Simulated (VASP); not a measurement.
# ZnBi3 (I4/mmm) in VASP: a series of runs, part 2 of 3

VASP 6.6.1. Earlier steps stand in the parts before.

## 3. Single point, PBE

This run uses another cell than the first one, of 28.46 Å³/atom, 1.021 times its volume.

INCAR reads:

```
PREC = Accurate ; ENCUT = 520
EDIFF = 1E-6 ; ISMEAR = -1
SIGMA = 0.05 ; LREAL = False
LASPH = True ; NELM = 100
ALGO = Fast ; ISIF = 2
LWAVE = False ; LCHARG = True
GGA = PE ; LELF = True
LVHAR = True ; NBANDS = 36
```

KPOINTS reads:

```
regular mesh
0
Gamma
  8 8 8
```

POSCAR reads:

```
ZnBi3
1.0
   -2.5057368321      2.5057368321      4.5322845269
    2.5057368321     -2.5057368321      4.5322845269
    2.5057368321      2.5057368321     -4.5322845269
Bi Zn
3 1
Direct
    0.5000000000      0.5000000000      0.0000000000
    0.2500000000      0.7500000000      0.5000000000
    0.7500000000      0.2500000000      0.5000000000
    0.0000000000      0.0000000000      0.0000000000
```

Potentials or basis: VASP PAW PBE potentials, release 64 (Bi_d, Zn).

Command:

```console
cat potpaw_PBE.64/Bi_d/POTCAR potpaw_PBE.64/Zn/POTCAR > POTCAR
mpirun -np 1 vasp_std > vasp.out
```

OUTCAR:

```text
PREC = Accurate
   ENCUT = 520
   EDIFF = 1E-6
   ISMEAR = -1
   LREAL = False
   LASPH = True
   NELM = 100
   ISIF = 2
   GGA = PE

 ion  position               nearest neighbor table
   1  0.500  0.500  0.000-   2 3.38   3 3.38   2 3.38   3 3.38   2 3.38   3 3.38   2 3.38   3 3.38

   2  0.250  0.750  0.500-   4 3.38   1 3.38   1 3.38   4 3.38   1 3.38   4 3.38   4 3.38   1 3.38
                             3 3.54   3 3.54   3 3.54   3 3.54
   3  0.750  0.250  0.500-   1 3.38   4 3.38   1 3.38   4 3.38   1 3.38   4 3.38   1 3.38   4 3.38
                             2 3.54   2 3.54   2 3.54   2 3.54
   4  0.000  0.000  0.000-   3 3.38   2 3.38   2 3.38   3 3.38   2 3.38   3 3.38   3 3.38   2 3.38

  LATTYP: Found a body centered tetragonal cell.
 ALAT       =     5.0114736642
 C/A-ratio  =     1.8087631825

  Lattice vectors:

 A1 = (  -2.5057368321,   2.5057368321,   4.5322845269)
 A2 = (   2.5057368321,  -2.5057368321,   4.5322845269)
 A3 = (   2.5057368321,   2.5057368321,  -4.5322845269)

Analysis of symmetry for initial positions (statically):
=====================================================================
 Subroutine PRICEL returns:
 Original cell was already a primitive cell.

 Routine SETGRP: Setting up the symmetry group for a
 body centered tetragonal supercell.

 Subroutine GETGRP returns: Found 16 space group operations
 (whereof 16 operations were pure point group operations)
 out of a pool of 16 trial point group operations.

The static configuration has the point symmetry D_4h.

Analysis of symmetry for dynamics (positions and initial velocities):
=====================================================================
 Subroutine PRICEL returns:
 Original cell was already a primitive cell.

 Routine SETGRP: Setting up the symmetry group for a
 body centered tetragonal supercell.

 Subroutine GETGRP returns: Found 16 space group operations
 (whereof 16 operations were pure point group operations)
[... 120 lines left out ...]
   EFERMI =   0.00;   METHOD = LEGACY
   ISMEAR =    -1;   SIGMA  =   0.05  broadening in eV -4-tet -1-fermi 0-gaus
   EFERMI_NEDOS =   21; number of points for ismear=-14 and -15
   IALGO  =     68    algorithm
   IMIX   =      4    mixing-type and parameters
     AMIX     =   0.40;   BMIX     =  1.00
     AMIX_MAG =   1.60;   BMIX_MAG =  1.00
  volume/ion in A,a.u.               =      28.46       192.04
  Fermi-wavevector in a.u.,A,eV,Ry     =   1.300021  2.456684 22.994595  1.690055
  Thomas-Fermi vector in A             =   2.431247
   LORBIT       =      0    0 simple, 1 ext, 2 COOP (PROOUT), +10 PAW based schemes
   GGA     = PE    functional components
   LHFCALC =     F    Hartree Fock is set to
   AEXX    =    0.0000 exact exchange contribution
   IVDW    =     0    specifies the selected vdW correction
   LEPSILON=     F    determine dielectric tensor
   LRPA    =     F    only Hartree local field effects (RPA)
 non-spin polarized calculation
 RMM-DIIS sequential band-by-band and
  energy-cutoff  :      520.00
  volume of cell :      113.83
 maximum number of plane-waves:      3076
 NGX is ok and might be reduce to    48
   NGX = 21   NGY = 21   NGZ = 21

 number of electron      56.9999990 magnetization

 Free energy of the ion-electron system (eV)
  ---------------------------------------------------
  ext. energy  EPLUGINS =         0.00000000
  ---------------------------------------------------
  free energy    TOTEN  =       -12.01644467 eV

  energy without entropy =      -11.99690859  energy(sigma->0) =      -12.00667663

 E-fermi :   6.7987     XC(G=0): -10.2401

 val. band max:        6.7964407345   @ k =   0.5000   0.2500  -0.0000
 cond. band min:       6.8097815411   @ k =   0.0000   0.0000   0.0000
 fundamental gap:      0.0133408065
 Fermi energy:         6.7986918291

 k-point     1 :       0.0000    0.0000    0.0000
  band No.  band energies     occupation
      1     -16.3239      2.00000
      2     -16.3239      2.00000
      3     -16.3144      2.00000
      4     -16.3027      2.00000
      5     -16.2976      2.00000
      6     -16.2194      2.00000
[... 925 lines left out ...]
     35      11.8549      0.00000
     36      12.1357      0.00000

 [... further k-points ...]
[... 5 lines left out ...]
  --------------------------------------------------------------------------------------
  -------------------------------------------------------------------------------------
  Total        0.6315378      0.6315378      1.1011430      0.0000000      0.0000000      0.0000000
  in kB        8.8891827      8.8891827     15.4990917      0.0000000      0.0000000      0.0000000
  external PRESSURE =      11.0924857 kB  Pullay stress =       0.0000000 kB

 VOLUME and BASIS-vectors are now :
 -----------------------------------------------------------------------------
  energy-cutoff  :      520.00
  volume of cell :      113.83
      direct lattice vectors                 reciprocal lattice vectors
    -2.505736832  2.505736832  4.532284527     0.000000000  0.199542104  0.110319641
     2.505736832 -2.505736832  4.532284527     0.199542104  0.000000000  0.110319641
     2.505736832  2.505736832 -4.532284527     0.199542104  0.199542104  0.000000000

 POSITION                                       TOTAL-FORCE (eV/Angst)
 -----------------------------------------------------------------------------------
      0.00000      0.00000      4.53228         0.000000      0.000000      0.000000
      2.50574      0.00000      2.26614        -0.000000     -0.000000     -0.000000
      0.00000      2.50574      2.26614        -0.000000      0.000000      0.000000
      0.00000      0.00000      0.00000         0.000000      0.000000      0.000000
 -----------------------------------------------------------------------------------
    total drift:                                0.000000     -0.000000      0.000000

  FREE ENERGIE OF THE ION-ELECTRON SYSTEM (eV)
  ---------------------------------------------------
  free  energy   TOTEN  =       -12.0164446738 eV

  energy  without entropy=      -11.9969085941  energy(sigma->0) =      -12.00667663
```

OSZICAR:

```text
N       E                     dE             d eps       ncg     rms          rms(c)
DAV:   1     0.611232249660E+03    0.61123E+03   -0.29692E+04  4248   0.204E+03
DAV:   2     0.554291678604E+02   -0.55580E+03   -0.54757E+03  4248   0.530E+02
DAV:   3    -0.922193500231E+01   -0.64651E+02   -0.63774E+02  4880   0.192E+02
DAV:   4    -0.119679260456E+02   -0.27460E+01   -0.27360E+01  4736   0.414E+01
DAV:   5    -0.120929619125E+02   -0.12504E+00   -0.12502E+00  5720   0.807E+00    0.148E+00
RMM:   6    -0.120213639693E+02    0.71598E-01   -0.32661E-01  4667   0.349E+00    0.131E+00
RMM:   7    -0.120160873996E+02    0.52766E-02   -0.31638E-02  5286   0.155E+00    0.548E-01
RMM:   8    -0.120159585057E+02    0.12889E-03   -0.12338E-02  5234   0.785E-01    0.134E-01
RMM:   9    -0.120163684671E+02   -0.40996E-03   -0.38132E-03  6105   0.516E-01    0.463E-02
RMM:  10    -0.120164310495E+02   -0.62582E-04   -0.84730E-04  6848   0.184E-01    0.143E-02
RMM:  11    -0.120164451500E+02   -0.14101E-04   -0.13247E-04  6793   0.804E-02    0.718E-03
RMM:  12    -0.120164455766E+02   -0.42662E-06   -0.32240E-05  6388   0.325E-02    0.203E-03
RMM:  13    -0.120164446738E+02    0.90285E-06   -0.53594E-06  4276   0.166E-02
   1 F= -.12016445E+02 E0= -.12006677E+02  d E =-.195361E-01
```

It took 2.7 min on 1 thread of Intel Xeon 6975P-C (Granite Rapids), shared host; peak memory 0.44 GiB.

Results:

```yaml
Free_energy: -12.0164 eV
Pressure: 1.1 GPa
```

Stress tensor (GPa, compression positive):
```
0.89 0.00 0.00
0.00 0.89 0.00
0.00 0.00 1.55
```

Caveat: spin-orbit coupling is left out, which moves the levels of the heavy elements.

(Continued in part 3 of 3.)
